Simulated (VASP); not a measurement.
Input of a VASP 6.6.1 run:

The input INCAR:

```
SYSTEM = Cu
PREC     = Accurate       ! precision mode
ENCUT    = 520            ! plane-wave cutoff, eV
EDIFF    = 1E-7           ! SCF threshold, eV
ISMEAR   = 1              ! smearing method
SIGMA    = 0.01           ! smearing width, eV
LREAL    = .FALSE.        ! projectors in reciprocal space
LASPH    = .TRUE.         ! aspherical terms in the spheres
NELM     = 60             ! most SCF steps
ALGO     = Normal         ! electronic algorithm
ISIF     = 2              ! what is computed and relaxed
LWAVE    = .FALSE.        ! write WAVECAR
LCHARG   = .FALSE.        ! write CHGCAR
GGA      = PE             ! functional
NBANDS   = 12             ! bands
```

Contents of KPOINTS:

```
Automatic mesh
0
G
  15 15 15
  0 0 0
```

POSCAR

```
Cu
1.0
    0.0000000000      1.8145751207      1.8145751207
    1.8145751207      0.0000000000      1.8145751207
    1.8145751207      1.8145751207      0.0000000000
Cu
1
Direct
    0.0000000000      0.0000000000      0.0000000000
```

Potentials or basis: VASP PAW PBE potentials, release 64 (Cu).

Launch:

```sh
$ cat potpaw_PBE.64/Cu/POTCAR > POTCAR
$ mpirun -np 1 vasp_std > vasp.out
```

Predict the pressure.

0.3 GPa.
